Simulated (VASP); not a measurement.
# Er4Br (P4/mmm) in VASP: further runs

The runs below take Er4Br through single point, with PBE.

Program: VASP 6.6.1. These are calculated values, not measurements. Logs are shortened: lines on timing, memory, paths and dates and some standing lists are left out, and cuts for length are marked.

## Step 1: The cell of the first run

Symmetry: P4/mmm, No. 123, tetragonal system. The conventional cell has a = 4.755 Å, b = 4.755 Å, c = 6.823 Å, α = 90.00°, β = 90.00°, γ = 90.00°. Within 3.9 Å of Er (site symmetry 2mm) lie 2 Br at 2.97 Å and 6 Er at 3.27 to 3.55 Å. Br (site symmetry 4/mmm) has 8 Er at 2.97 Å within 3.9 Å.

The cell was generated, and may not be a known phase.

## Step 2: Single point, PBE

Contents of INCAR:

```
SYSTEM = Er4Br
PREC     = Accurate       ! precision mode
ENCUT    = 500            ! plane-wave cutoff, eV
EDIFF    = 1E-6           ! SCF threshold, eV
ISMEAR   = 0              ! smearing method
SIGMA    = 0.2            ! smearing width, eV
LREAL    = .FALSE.        ! projectors in reciprocal space
LASPH    = .TRUE.         ! aspherical terms in the spheres
NELM     = 200            ! most SCF steps
ALGO     = Normal         ! electronic algorithm
ISIF     = 2              ! what is computed and relaxed
LWAVE    = .FALSE.        ! write WAVECAR
LCHARG   = .TRUE.         ! write CHGCAR
GGA      = PE             ! functional
LELF     = .TRUE.         ! ELF
LVHAR    = .TRUE.       
NBANDS   = 30             ! bands
GGA_COMPAT= .FALSE.      
LMAXMIX  = 6              ! l up to which the mixer works
```

Contents of KPOINTS:

```
Automatic mesh
0
G
  4 4 3
  0 0 0
```

Contents of POSCAR:

```
Er4Br
1.0
    4.7552491158      0.0000000000      0.0000000000
    0.0000000000      4.7552491158      0.0000000000
    0.0000000000      0.0000000000      6.8230377710
Er Br
4 1
Direct
    0.0000000000      0.5000000000      0.2395864505
    0.5000000000      0.0000000000      0.2395864505
    0.0000000000      0.5000000000      0.7604135495
    0.5000000000      0.0000000000      0.7604135495
    0.0000000000      0.0000000000      0.5000000000
```

Potentials or basis: VASP PAW PBE potentials, release 64 (Er_3, Br), 4f in core.

The run is started by

```sh
> cat potpaw_PBE.64/Er_3/POTCAR potpaw_PBE.64/Br/POTCAR > POTCAR
> mpirun -np 1 vasp_std > vasp.out
```

OUTCAR:

```text
SYSTEM = Er4Br
   PREC = Accurate
   ENCUT = 500
   EDIFF = 1E-6
   ISMEAR = 0
   LREAL = .FALSE.
   LASPH = .TRUE.
   NELM = 200
   ISIF = 2
   GGA = PE

 ion  position               nearest neighbor table
   1  0.000  0.500  0.240-   5 2.97   5 2.97   3 3.27   2 3.36   2 3.36   2 3.36   2 3.36   3 3.55

   2  0.500  0.000  0.240-   5 2.97   5 2.97   4 3.27   1 3.36   1 3.36   1 3.36   1 3.36   4 3.55

   3  0.000  0.500  0.760-   5 2.97   5 2.97   1 3.27   4 3.36   4 3.36   4 3.36   4 3.36   1 3.55

   4  0.500  0.000  0.760-   5 2.97   5 2.97   2 3.27   3 3.36   3 3.36   3 3.36   3 3.36   2 3.55

   5  0.000  0.000  0.500-   1 2.97   2 2.97   3 2.97   4 2.97   1 2.97   3 2.97   2 2.97   4 2.97

  LATTYP: Found a simple tetragonal cell.
 ALAT       =     4.7552491158
 C/A-ratio  =     1.4348433920

  Lattice vectors:

 A1 = (   4.7552491158,   0.0000000000,   0.0000000000)
 A2 = (   0.0000000000,   4.7552491158,   0.0000000000)
 A3 = (   0.0000000000,   0.0000000000,   6.8230377710)

Analysis of symmetry for initial positions (statically):
=====================================================================
 Subroutine PRICEL returns:
 Original cell was already a primitive cell.

 Routine SETGRP: Setting up the symmetry group for a
 simple tetragonal supercell.

 Subroutine GETGRP returns: Found 16 space group operations
 (whereof 16 operations were pure point group operations)
 out of a pool of 16 trial point group operations.

The static configuration has the point symmetry D_4h.

Analysis of symmetry for dynamics (positions and initial velocities):
=====================================================================
 Subroutine PRICEL returns:
 Original cell was already a primitive cell.

 Routine SETGRP: Setting up the symmetry group for a
 simple tetragonal supercell.

 Subroutine GETGRP returns: Found 16 space group operations
 (whereof 16 operations were pure point group operations)
 out of a pool of 16 trial point group operations.

The dynamic configuration has the point symmetry D_4h.

 Subroutine INISYM returns: Found 16 space group operations
 (whereof 16 operations are pure point group operations),
 and found     1 'primitive' translations

----------------------------------------------------------------------------------------

                                     Primitive cell

  volume of cell :     154.2852

  direct lattice vectors                    reciprocal lattice vectors
     4.755249116  0.000000000  0.000000000     0.210293925  0.000000000  0.000000000
     0.000000000  4.755249116  0.000000000     0.000000000  0.210293925  0.000000000
     0.000000000  0.000000000  6.823037771     0.000000000  0.000000000  0.146562284

  length of vectors
     4.755249116  4.755249116  6.823037771     0.210293925  0.210293925  0.146562284

  position of ions in fractional coordinates (direct lattice)
     0.000000000  0.500000000  0.239586450
     0.500000000  0.000000000  0.239586450
     0.000000000  0.500000000  0.760413550
     0.500000000  0.000000000  0.760413550
     0.000000000  0.000000000  0.500000000

  ion indices of the primitive-cell ions
   primitive index   ion index
                 1           1
                 2           2
                 3           3
                 4           4
                 5           5

----------------------------------------------------------------------------------------

 KPOINTS: Automatic mesh

Automatic generation of k-mesh.
 Grid dimensions read from file:
 generate k-points for:    4    4    3

 Generating k-lattice:

  Cartesian coordinates                     Fractional coordinates (reciprocal lattice)
     0.052573481  0.000000000  0.000000000     0.250000000  0.000000000  0.000000000
     0.000000000  0.052573481  0.000000000     0.000000000  0.250000000  0.000000000
     0.000000000  0.000000000  0.048854095     0.000000000  0.000000000  0.333333333

  Length of vectors
     0.052573481  0.052573481  0.048854095

  Shift w.r.t. Gamma in fractional coordinates (k-lattice)
     0.000000000  0.000000000  0.000000000

 Subroutine IBZKPT returns following result:
 ===========================================

 Found     12 irreducible k-points:

 Following reciprocal coordinates:
            Coordinates               Weight
  0.000000  0.000000  0.000000      1.000000
  0.250000  0.000000  0.000000      4.000000
  0.500000  0.000000  0.000000      2.000000
  0.250000  0.250000  0.000000      4.000000
  0.500000  0.250000  0.000000      4.000000
  0.500000  0.500000  0.000000      1.000000
  0.000000  0.000000  0.333333      2.000000
  0.250000  0.000000  0.333333      8.000000
  0.500000  0.000000  0.333333      4.000000
  0.250000  0.250000  0.333333      8.000000
  0.500000  0.250000  0.333333      8.000000
  0.500000  0.500000  0.333333      2.000000
   k-points           NKPTS =     12   k-points in BZ     NKDIM =     12   number of bands    NBANDS=     30
   number of dos      NEDOS =    301   number of ions     NIONS =      5
   total plane-waves  NPLWV =  64800
   dimension x,y,z NGX =    36 NGY =   36 NGZ =   50
   dimension x,y,z NGXF=    72 NGYF=   72 NGZF=  100
   ions per type =               4   1
   NGX,Y,Z   is equivalent  to a cutoff of  12.59, 12.59, 12.18 a.u.
   NGXF,Y,Z  is equivalent  to a cutoff of  25.17, 25.17, 24.37 a.u.
 SYSTEM =  Er4Br
   PREC   = accura    normal or accurate (medium, high low for compatibility)
   ISTART =      0    job   : 0-new  1-cont  2-samecut
   ICHARG =      2    charge: 1-file 2-atom 10-const
   ISPIN  =      1    spin polarized calculation?
   LNONCOLLINEAR =      F non collinear calculations
   LSORBIT =      F    spin-orbit coupling
   LASPH  =      T    aspherical Exc in radial PAW
   ENCUT  =  500.0 eV  36.75 Ry    6.06 a.u.   8.67  8.67 12.44*2*pi/ulx,y,z
   NELM   =    200;   NELMIN=  2; NELMDL= -5     # of ELM steps
   EDIFF  = 0.1E-05   stopping-criterion for ELM
   LREAL  =      F    real-space projection
   EDIFFG = 0.1E-04   stopping-criterion for IOM
   NSW    =      0    number of steps for IOM
   IBRION =     -1    ionic relax: 0-MD 1-quasi-New 2-CG
   NFREE  =      0    steps in history (QN), initial steepest desc. (CG)
   ISIF   =      2    stress and relaxation
   ISYM   =      2    0-nonsym 1-usesym 2-fastsym
   POTIM  = 0.5000    time-step for ionic-motion
   TEBEG  =    0.0;   TEEND  =   0.0 temperature during run
   PSTRESS=    0.0 pullay stress
   NELECT =      43.0000    total number of electrons
   NUPDOWN=      -1.0000    fix difference up-down
   EMIN   =  10.00;   EMAX   =-10.00  energy-range for DOS
   EFERMI =   0.00;   METHOD = LEGACY
   ISMEAR =     0;   SIGMA  =   0.20  broadening in eV -4-tet -1-fermi 0-gaus
   EFERMI_NEDOS =   21; number of points for ismear=-14 and -15
   IALGO  =     38    algorithm
   IMIX   =      4    mixing-type and parameters
     AMIX     =   0.40;   BMIX     =  1.00
     AMIX_MAG =   1.60;   BMIX_MAG =  1.00
  volume/ion in A,a.u.               =      30.86       208.23
  Fermi-wavevector in a.u.,A,eV,Ry     =   1.069357  2.020792 15.558605  1.143525
  Thomas-Fermi vector in A             =   2.205034
   LORBIT       =      0    0 simple, 1 ext, 2 COOP (PROOUT), +10 PAW based schemes
   GGA     = PE    functional components
   LHFCALC =     F    Hartree Fock is set to
   AEXX    =    0.0000 exact exchange contribution
   IVDW    =     0    specifies the selected vdW correction
   LEPSILON=     F    determine dielectric tensor
   LRPA    =     F    only Hartree local field effects (RPA)
 non-spin polarized calculation
 Gauss-broadening in eV      SIGMA  =   0.20
  energy-cutoff  :      500.00
  volume of cell :      154.29
 maximum number of plane-waves:      3952
 NGX is ok and might be reduce to    36
   NGX = 17   NGY = 17   NGZ = 25

 number of electron      42.9999995 magnetization

 Free energy of the ion-electron system (eV)
  ---------------------------------------------------
  ext. energy  EPLUGINS =         0.00000000
  ---------------------------------------------------
  free energy    TOTEN  =       -18.33565253 eV

  energy without entropy =      -18.21176802  energy(sigma->0) =      -18.27371028

 E-fermi :   3.3535     XC(G=0):  -9.5499

 val. band max:        3.2917537390   @ k =   0.2500   0.2500   0.3333
 cond. band min:       3.3912407913   @ k =   0.0000   0.0000   0.0000
 fundamental gap:      0.0994870523
 Fermi energy:         3.3534834680

 k-point     1 :       0.0000    0.0000    0.0000
  band No.  band energies     occupation
      1     -22.1618      2.00000
      2     -22.0633      2.00000
      3     -22.0633      2.00000
      4     -22.0066      2.00000
      5     -22.0029      2.00000
      6     -22.0029      2.00000
[... 22 lines left out ...]
     29       5.6388      0.00000
     30       6.1024      0.00000

 k-point     2 :       0.2500    0.0000    0.0000
  band No.  band energies     occupation
      1     -22.1391      2.00000
      2     -22.0322      2.00000
      3     -22.0156      2.00000
      4     -22.0083      2.00000
      5     -21.9583      2.00000
      6     -21.9499      2.00000
[... 22 lines left out ...]
     29       5.7108      0.00000
     30       6.3530      0.00000

 k-point     3 :       0.5000    0.0000    0.0000
  band No.  band energies     occupation
      1     -22.0909      2.00000
      2     -22.0719      2.00000
      3     -21.9518      2.00000
      4     -21.9177      2.00000
      5     -21.8817      2.00000
      6     -21.8620      2.00000
[... 22 lines left out ...]
     29       5.1974      0.00000
     30       5.2068      0.00000

 k-point     4 :       0.2500    0.2500    0.0000
  band No.  band energies     occupation
      1     -22.1452      2.00000
      2     -22.1017      2.00000
      3     -22.0494      2.00000
      4     -22.0390      2.00000
      5     -21.8580      2.00000
      6     -21.8439      2.00000
[... 220 lines left out ...]
     29       5.4663      0.00000
     30       5.5678      0.00000

 k-point    11 :       0.5000    0.2500    0.3333
  band No.  band energies     occupation
      1     -22.1359      2.00000
      2     -22.0811      2.00000
      3     -21.9810      2.00000
      4     -21.9794      2.00000
      5     -21.9476      2.00000
      6     -21.9164      2.00000
[... 22 lines left out ...]
     29       5.6967      0.00000
     30       6.0467      0.00000

 k-point    12 :       0.5000    0.5000    0.3333
  band No.  band energies     occupation
      1     -22.2231      2.00000
      2     -22.1606      2.00000
      3     -22.0210      2.00000
      4     -21.9883      2.00000
      5     -21.9786      2.00000
      6     -21.9786      2.00000
[... 22 lines left out ...]
     29       5.8493      0.00000
     30       6.0311      0.00000

------------------------ aborting loop because EDIFF is reached ----------------------------------------

  FORCE on cell =-STRESS in cart. coord.  units (eV):
  Direction    XX          YY          ZZ          XY          YZ          ZX
  --------------------------------------------------------------------------------------
  -------------------------------------------------------------------------------------
  Total        0.0257615      0.0257615      0.4108078      0.0000000     -0.0000000      0.0000000
  in kB        0.2675203      0.2675203      4.2660407      0.0000000     -0.0000000      0.0000000
  external PRESSURE =       1.6003604 kB  Pullay stress =       0.0000000 kB

 VOLUME and BASIS-vectors are now :
 -----------------------------------------------------------------------------
  energy-cutoff  :      500.00
  volume of cell :      154.29
      direct lattice vectors                 reciprocal lattice vectors
     4.755249116  0.000000000  0.000000000     0.210293925  0.000000000  0.000000000
     0.000000000  4.755249116  0.000000000     0.000000000  0.210293925  0.000000000
     0.000000000  0.000000000  6.823037771     0.000000000  0.000000000  0.146562284

 POSITION                                       TOTAL-FORCE (eV/Angst)
 -----------------------------------------------------------------------------------
      0.00000      2.37762      1.63471         0.000000     -0.000000     -0.018901
      2.37762      0.00000      1.63471         0.000000     -0.000000     -0.018901
      0.00000      2.37762      5.18833        -0.000000     -0.000000      0.018901
      2.37762      0.00000      5.18833         0.000000      0.000000      0.018901
      0.00000      0.00000      3.41152         0.000000     -0.000000      0.000000
 -----------------------------------------------------------------------------------
    total drift:                                0.000000      0.000000      0.000000

  FREE ENERGIE OF THE ION-ELECTRON SYSTEM (eV)
  ---------------------------------------------------
  free  energy   TOTEN  =       -18.3356525349 eV

  energy  without entropy=      -18.2117680156  energy(sigma->0) =      -18.27371028
```

Run time: 35 s. Hardware: 1 thread of Intel Xeon 6975P-C (Granite Rapids), shared host; peak memory 0.25 GiB.

Results:

* Free energy: -18.3357 eV
* Pressure: 0.2 GPa
* Largest force: 0.019 eV/Å
* Band gap on the k mesh: zero (an odd number of electrons rules out a gap without spin polarisation)

Forces in eV/Å, atoms in the order of the input:
```
Er   0.000  0.000 -0.019
Er   0.000  0.000 -0.019
Er   0.000  0.000  0.019
Er   0.000  0.000  0.019
Br   0.000  0.000  0.000
```

Stress tensor (GPa, compression positive):
```
0.03 0.00 0.00
0.00 0.03 0.00
0.00 0.00 0.43
```

Caveat: spin-orbit coupling is left out, which moves the levels of the heavy elements; the 4f electrons are frozen in the core, so they carry no moment and show no levels; an odd number of electrons without spin polarisation forces a metal; a magnetic or distorted state may lie lower; the run has no spin polarisation, though such a crystal can be magnetic. Spin polarisation is off, so any magnetic state and its effect on volume and gap are missing.

## Step 3: Single point, PBE

This run uses another cell than the first one, of 36.69 Å³/atom.

Contents of INCAR:

```
  PREC = Accurate
  ENCUT = 500
  EDIFF = 1E-6
  ISMEAR = 0
  SIGMA = 0.2
  LREAL = F
  LASPH = T
  NELM = 200
  ALGO = Normal
  ISIF = 2
  LWAVE = F
  LCHARG = T
  GGA = PE
  LELF = T
  LVHAR = T
  NBANDS = 30
  GGA_COMPAT = F
  LMAXMIX = 6
```

Contents of KPOINTS:

```
Automatic mesh
0
Gamma
  2 2 6
```

Contents of POSCAR:

```
Er4Br
1.0
    7.6661681207      0.0000000000      0.0000000000
    0.0000000000      7.6661681207      0.0000000000
    0.0000000000      0.0000000000      3.1214359635
Er Br
4 1
Direct
    0.2070928667      0.5000000000      0.5000000000
    0.7929071333      0.5000000000      0.5000000000
    0.5000000000      0.2070928667      0.5000000000
    0.5000000000      0.7929071333      0.5000000000
    0.0000000000      0.0000000000      0.5000000000
```

Potentials or basis: VASP PAW PBE potentials, release 64 (Er_3, Br), 4f in core.

The run is started by

```sh
> cat potpaw_PBE.64/Er_3/POTCAR potpaw_PBE.64/Br/POTCAR > POTCAR
> mpirun -np 1 vasp_std > vasp.out
```

Wall time 56 s (1 thread of Intel Xeon 6975P-C (Granite Rapids), shared host); peak memory 0.28 GiB.

Results (log left out):

| Property | Result |
| --- | --- |
| Free energy | -15.6611 eV |
| Pressure | 0.3 GPa |
| Band gap on the k mesh | zero (an odd number of electrons rules out a gap without spin polarisation) |

Stress tensor (GPa, compression positive):
```
0.11 0.00 0.00
0.00 0.11 0.00
0.00 0.00 0.56
```

Levels at points of the mesh, in eV from the Fermi level:
```
           k point  band 18  band 19  band 20  band 21  band 22  band 23  band 24  band 25
(0.00, 0.00, 0.00)    -1.74    -1.74    -1.02    -0.25     0.15     0.35     0.35     0.47
(0.50, 0.00, 0.00)    -1.83    -1.11    -0.58    -0.06     0.05     0.15     0.31     0.32
(0.50, 0.50, 0.00)    -2.35    -0.47    -0.41    -0.36     0.15     0.20     0.24     0.24
(0.00, 0.00, 0.50)    -1.42    -0.67    -0.59    -0.59    -0.33     0.66     0.93     0.93
(0.50, 0.00, 0.50)    -0.97    -0.96    -0.64    -0.19    -0.08    -0.07     0.43     1.15
(0.50, 0.50, 0.50)    -0.93    -0.90    -0.90     0.14     0.15     0.15     0.31     0.31
```

Caveat: the k points lie up to 0.41 Å⁻¹ apart, too coarse for converged energies and pressures of a metal; spin-orbit coupling is left out, which moves the levels of the heavy elements; the 4f electrons are frozen in the core, so they carry no moment and show no levels; an odd number of electrons without spin polarisation forces a metal; a magnetic or distorted state may lie lower; the run has no spin polarisation, though such a crystal can be magnetic.

The gap in the log of VASP goes by the Fermi energy; the results here count the filled bands.